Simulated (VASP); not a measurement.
# Rh (P6_3/mmc) in VASP: vibrations by perturbation theory with LDA

Aim: the vibrations by perturbation theory of Rh with LDA.

Everything below comes from runs of VASP 6.6.1. Logs are shortened: lines on timing, memory, paths and dates and some standing lists are left out, and cuts for length are marked.

## Step 1: The cell of the first run

Symmetry: P6_3/mmc, No. 194, hexagonal system. Conventional cell: a = 2.731 Å, b = 2.731 Å, c = 4.428 Å, α = 90.00°, β = 90.00°, γ = 120.00°. Rh (site symmetry -6m2) has 12 Rh at 2.72 to 2.73 Å within 3.6 Å.

## Step 2: Vibrations by perturbation theory, LDA

The input, INCAR:

```
PREC = Accurate ; ENCUT = 500
EDIFF = 1E-8 ; ISMEAR = 1
SIGMA = 0.1 ; LREAL = F
LASPH = T ; NELM = 120
ALGO = Normal ; ISIF = 2
LWAVE = F ; LCHARG = F
GGA = CA ; NBANDS = 22
IBRION = 8 ; NSW = 1
GGA_COMPAT = F
```

The input, KPOINTS:

```
regular mesh
0
Gamma
  14 14 8
```

The input, POSCAR:

```
Rh
1.0
    2.7309790400      0.0000000000      0.0000000000
   -1.3654895200      2.3650972300      0.0000000000
    0.0000000000      0.0000000000      4.4284890000
Rh
2
Direct
    0.6666666675      0.3333333277      0.7500000000
    0.3333333304      0.6666666681      0.2500000000
```

Potentials or basis: VASP PAW LDA potentials, release 64 (Rh_pv).

Launch:

```console
> cat potpaw_LDA.64/Rh_pv/POTCAR > POTCAR
> mpirun -np 1 vasp_std > vasp.out
```

OUTCAR:

```text
PREC = Accurate
   ENCUT = 500
   EDIFF = 1E-8
   ISMEAR = 1
   LREAL = F
   LASPH = T
   NELM = 120
   ISIF = 2
   GGA = CA
   IBRION = 8
   NSW = 1

 ion  position               nearest neighbor table
   1  0.667  0.333  0.750-   2 2.72   2 2.72   2 2.72   2 2.72   2 2.72   2 2.72
   2  0.333  0.667  0.250-   1 2.72   1 2.72   1 2.72   1 2.72   1 2.72   1 2.72

  LATTYP: Found a hexagonal cell.
 ALAT       =     2.7309790400
 C/A-ratio  =     1.6215756090

  Lattice vectors:

 A1 = (   2.7309790400,   0.0000000000,   0.0000000000)
 A2 = (  -1.3654895200,   2.3650972300,   0.0000000000)
 A3 = (   0.0000000000,   0.0000000000,   4.4284890000)

Analysis of symmetry for initial positions (statically):
=====================================================================
 Subroutine PRICEL returns:
 Original cell was already a primitive cell.

 Routine SETGRP: Setting up the symmetry group for a
 hexagonal supercell.

 Subroutine GETGRP returns: Found 24 space group operations
 (whereof 12 operations were pure point group operations)
 out of a pool of 24 trial point group operations.

The static configuration has the point symmetry D_3d.
 The point group associated with its full space group is D_6h.

Analysis of symmetry for dynamics (positions and initial velocities):
=====================================================================
 Subroutine PRICEL returns:
 Original cell was already a primitive cell.

 Routine SETGRP: Setting up the symmetry group for a
 hexagonal supercell.

 Subroutine GETGRP returns: Found 24 space group operations
 (whereof 12 operations were pure point group operations)
 out of a pool of 24 trial point group operations.

The dynamic configuration has the point symmetry D_3d.
 The point group associated with its full space group is D_6h.

 Subroutine INISYM returns: Found 24 space group operations
 (whereof 12 operations are pure point group operations),
 and found     1 'primitive' translations

----------------------------------------------------------------------------------------

                                     Primitive cell

  volume of cell :      28.6037

  direct lattice vectors                    reciprocal lattice vectors
     2.730979040  0.000000000  0.000000000     0.366169050  0.211407799  0.000000000
    -1.365489520  2.365097230  0.000000000     0.000000000  0.422815598  0.000000000
     0.000000000  0.000000000  4.428489000     0.000000000  0.000000000  0.225810655

  length of vectors
     2.730979040  2.730979044  4.428489000     0.422815599  0.422815598  0.225810655

  position of ions in fractional coordinates (direct lattice)
     0.666666668  0.333333328  0.750000000
     0.333333330  0.666666668  0.250000000

  ion indices of the primitive-cell ions
   primitive index   ion index
                 1           1
                 2           2

----------------------------------------------------------------------------------------

 KPOINTS: regular mesh

Automatic generation of k-mesh.
 Grid dimensions read from file:
 generate k-points for:   14   14    8

 Generating k-lattice:

  Cartesian coordinates                     Fractional coordinates (reciprocal lattice)
     0.026154932  0.015100557  0.000000000     0.071428571  0.000000000  0.000000000
     0.000000000  0.030201114  0.000000000     0.000000000  0.071428571  0.000000000
     0.000000000  0.000000000  0.028226332     0.000000000  0.000000000  0.125000000

  Length of vectors
     0.030201114  0.030201114  0.028226332

  Shift w.r.t. Gamma in fractional coordinates (k-lattice)
     0.000000000  0.000000000  0.000000000

 Subroutine IBZKPT returns following result:
 ===========================================

 Found    120 irreducible k-points:

 Following reciprocal coordinates:
            Coordinates               Weight
  0.000000  0.000000  0.000000      1.000000
  0.071429  0.000000  0.000000      6.000000
  0.142857  0.000000  0.000000      6.000000
  0.214286 -0.000000  0.000000      6.000000
  0.285714 -0.000000  0.000000      6.000000
  0.357143 -0.000000  0.000000      6.000000
[... 16 lines left out ...]
  0.285714  0.285714  0.000000      6.000000
  0.357143  0.285714  0.000000      6.000000
 [... further k-points ...]
   k-points           NKPTS =    120   k-points in BZ     NKDIM =    120   number of bands    NBANDS=     22
   number of dos      NEDOS =    301   number of ions     NIONS =      2
   total plane-waves  NPLWV =  12800
   dimension x,y,z NGX =    20 NGY =   20 NGZ =   32
   dimension x,y,z NGXF=    40 NGYF=   40 NGZF=   64
   ions per type =               2
   NGX,Y,Z   is equivalent  to a cutoff of  12.17, 12.17, 12.01 a.u.
   NGXF,Y,Z  is equivalent  to a cutoff of  24.35, 24.35, 24.03 a.u.
 SYSTEM =  unknown system
   PREC   = accura    normal or accurate (medium, high low for compatibility)
   ISTART =      0    job   : 0-new  1-cont  2-samecut
   ICHARG =      2    charge: 1-file 2-atom 10-const
   ISPIN  =      1    spin polarized calculation?
   LNONCOLLINEAR =      F non collinear calculations
   LSORBIT =      F    spin-orbit coupling
   LASPH  =      T    aspherical Exc in radial PAW
   ENCUT  =  500.0 eV  36.75 Ry    6.06 a.u.   4.98  4.98  8.07*2*pi/ulx,y,z
   NELM   =    120;   NELMIN=  2; NELMDL= -5     # of ELM steps
   EDIFF  = 0.1E-07   stopping-criterion for ELM
   LREAL  =      F    real-space projection
   EDIFFG = 0.1E-06   stopping-criterion for IOM
   NSW    =      1    number of steps for IOM
   IBRION =      8    ionic relax: 0-MD 1-quasi-New 2-CG
   NFREE  =      0    steps in history (QN), initial steepest desc. (CG)
   ISIF   =      2    stress and relaxation
   ISYM   =      2    0-nonsym 1-usesym 2-fastsym
   POTIM  = 0.5000    time-step for ionic-motion
   TEBEG  =    0.0;   TEEND  =   0.0 temperature during run
   PSTRESS=    0.0 pullay stress
   NELECT =      30.0000    total number of electrons
   NUPDOWN=      -1.0000    fix difference up-down
   EMIN   =  10.00;   EMAX   =-10.00  energy-range for DOS
   EFERMI =   0.00;   METHOD = LEGACY
   ISMEAR =     1;   SIGMA  =   0.10  broadening in eV -4-tet -1-fermi 0-gaus
   EFERMI_NEDOS =   21; number of points for ismear=-14 and -15
   IALGO  =     38    algorithm
   IMIX   =      4    mixing-type and parameters
     AMIX     =   0.40;   BMIX     =  1.00
     AMIX_MAG =   1.60;   BMIX_MAG =  1.00
  volume/ion in A,a.u.               =      14.30        96.51
  Fermi-wavevector in a.u.,A,eV,Ry     =   1.663314  3.143208 37.642066  2.766614
  Thomas-Fermi vector in A             =   2.750053
   LORBIT       =      0    0 simple, 1 ext, 2 COOP (PROOUT), +10 PAW based schemes
   GGA     = CA    functional components
   LHFCALC =     F    Hartree Fock is set to
   AEXX    =    0.0000 exact exchange contribution
   IVDW    =     0    specifies the selected vdW correction
   LEPSILON=     F    determine dielectric tensor
   LRPA    =     F    only Hartree local field effects (RPA)
 non-spin polarized calculation
 Methfessel and Paxton  Order N= 1 SIGMA  =   0.10
  energy-cutoff  :      500.00
  volume of cell :       28.60
 maximum number of plane-waves:       756
 NGX is ok and might be reduce to    20
   NGX =  9   NGY =  9   NGZ = 17

--------------------------------------- Ionic step        1  -------------------------------------------

 number of electron      30.0000011 magnetization

 Free energy of the ion-electron system (eV)
  ---------------------------------------------------
  ext. energy  EPLUGINS =         0.00000000
  ---------------------------------------------------
  free energy    TOTEN  =       -17.15647668 eV

  energy without entropy =      -17.15715806  energy(sigma->0) =      -17.15670380

 E-fermi :  11.0857     XC(G=0): -14.1007

 val. band max:       11.0815657859   @ k =   0.3571   0.2143   0.1250
 cond. band min:      11.0884815354   @ k =   0.2857   0.2143   0.3750
 fundamental gap:      0.0069157495
 Fermi energy:        11.0857388012

 k-point     1 :       0.0000    0.0000    0.0000
  band No.  band energies     occupation
      1     -35.7578      2.00000
      2     -35.1804      2.00000
      3     -35.1804      2.00000
      4     -35.0959      2.00000
      5     -35.0859      2.00000
      6     -35.0859      2.00000
[... 589 lines left out ...]
     21      24.3338      0.00000
     22      25.4570      0.00000

 [... further k-points ...]
[... 5 lines left out ...]
  --------------------------------------------------------------------------------------
  -------------------------------------------------------------------------------------
  Total       -3.2798724     -3.2798724     -3.4973619      0.0000000      0.0000000      0.0000000
  in kB     -183.7149921   -183.7149928   -195.8971955      0.0000000      0.0000000      0.0000000
  external PRESSURE =    -187.7757268 kB  Pullay stress =       0.0000000 kB

 VOLUME and BASIS-vectors are now :
 -----------------------------------------------------------------------------
  energy-cutoff  :      500.00
  volume of cell :       28.60
      direct lattice vectors                 reciprocal lattice vectors
     2.730979040  0.000000000  0.000000000     0.366169050  0.211407799  0.000000000
    -1.365489520  2.365097230  0.000000000     0.000000000  0.422815598  0.000000000
     0.000000000  0.000000000  4.428489000     0.000000000  0.000000000  0.225810655

 POSITION                                       TOTAL-FORCE (eV/Angst)
 -----------------------------------------------------------------------------------
      1.36549      0.78837      3.32137        -0.000000      0.000000      0.000000
     -0.00000      1.57673      1.10712         0.000000      0.000000      0.000000
 -----------------------------------------------------------------------------------
    total drift:                               -0.000003      0.000008     -0.000001

  FREE ENERGIE OF THE ION-ELECTRON SYSTEM (eV)
  ---------------------------------------------------
  free  energy   TOTEN  =       -17.1564766781 eV

  energy  without entropy=      -17.1571580565  energy(sigma->0) =      -17.15670380

[... ionic steps 2 to 3 ...]

--------------------------------------- Ionic step        4  -------------------------------------------

------------------------ aborting loop because EDIFF is reached ----------------------------------------

[... ionic steps 5 to 5 ...]

--------------------------------------- Ionic step        6  -------------------------------------------

 Free energy of the ion-electron system (eV)
  ---------------------------------------------------
  ---------------------------------------------------
  free energy    TOTEN  =        -0.57938423 eV

  energy without entropy =       -0.57938423

------------------------ aborting loop because EDIFF is reached ----------------------------------------

 INTERNAL STRAIN TENSOR  FOR ION    1  DIRECTION 3   (eV/Angst):
 -----------------------------------------------------------------------------
     0.07516  0.00000  0.00000
     0.00000  0.07516  0.00000
     0.00000 -0.00000 -0.14436

 INTERNAL STRAIN TENSOR FOR ION    2 for displacements in x,y,z  (eV/Angst):
          X           Y           Z          XY          YZ          ZX
  --------------------------------------------------------------------------------
  x     0.00000     0.00000     0.00000    -1.97950     0.00000     0.00000
  y    -1.97950     1.97950     0.00000     0.00000     0.00000     0.00000
  z    -0.00000     0.00000    -0.00000     0.00000    -0.00000     0.00000

 SECOND DERIVATIVES (NOT SYMMETRIZED)
 ------------------------------------
               1X          1Y          1Z          2X          2Y          2Z
  1X    -3.688938    0.000000    0.000000    3.688938    0.000000    0.000000
  1Y     0.000000   -3.688938    0.000000    0.000000    3.688938    0.000000
  1Z    -0.000000    0.000000   -8.457650    0.000000    0.000000    8.457650
  2X     3.688938    0.000000    0.000000   -3.688938    0.000000    0.000000
  2Y     0.000000    3.688938    0.000000    0.000000   -3.688938    0.000000
  2Z     0.000000    0.000000    8.457650   -0.000000    0.000000   -8.457650

 Eigenvectors and eigenvalues of the dynamical matrix
 ----------------------------------------------------

   1 f  =    6.338263 THz    39.824478 2PiTHz  211.421682 cm-1    26.212936 meV
             X         Y         Z           dx          dy          dz
      1.365490  0.788366  3.321367    -0.000000    0.000000   -0.707107
     -0.000000  1.576731  1.107122     0.000000    0.000000    0.707107
[... 16 lines left out ...]
   5 f  =    0.000000 THz     0.000000 2PiTHz    0.000000 cm-1     0.000000 meV
             X         Y         Z           dx          dy          dz
      1.365490  0.788366  3.321367     0.000000    0.000000    0.707107
     -0.000000  1.576731  1.107122    -0.000000    0.000000    0.707107

   6 f/i=    0.000000 THz     0.000000 2PiTHz    0.000000 cm-1     0.000000 meV
             X         Y         Z           dx          dy          dz
      1.365490  0.788366  3.321367    -0.707107   -0.000000   -0.000000
     -0.000000  1.576731  1.107122    -0.707107   -0.000000    0.000000

--------------------------------------------------------------------------------------------------------

 ELASTIC MODULI CONTR FROM IONIC RELAXATION (kBar)
 Direction    XX          YY          ZZ          XY          YZ          ZX
 --------------------------------------------------------------------------------
 XX         -59.4975     59.4975     -0.0000     -0.0000     -0.0000      0.0000
 YY          59.4975    -59.4975      0.0000      0.0000      0.0000      0.0000
 ZZ          -0.0000      0.0000     -0.0000      0.0000     -0.0000      0.0000
 XY          -0.0000      0.0000      0.0000    -59.4975      0.0000      0.0000
 YZ          -0.0000      0.0000     -0.0000      0.0000     -0.0000      0.0000
 ZX           0.0000      0.0000      0.0000      0.0000      0.0000      0.0000
 --------------------------------------------------------------------------------
```

It took 8.3 min on 1 thread of Intel Xeon Platinum 8375C at 2.90GHz (Ice Lake), shared host; peak memory 0.59 GiB.

Results:

| Item | Value |
| --- | --- |
| Highest phonon frequency at Γ | 211 cm⁻¹ |

Phonon frequencies in cm⁻¹ (negative: imaginary):
```csv
q point,frequencies
"(0.000, 0.000, 0.000)",0 0 0 140 140 211
```

Caveat: the cell wasn't relaxed at this level first, which shifts response properties.
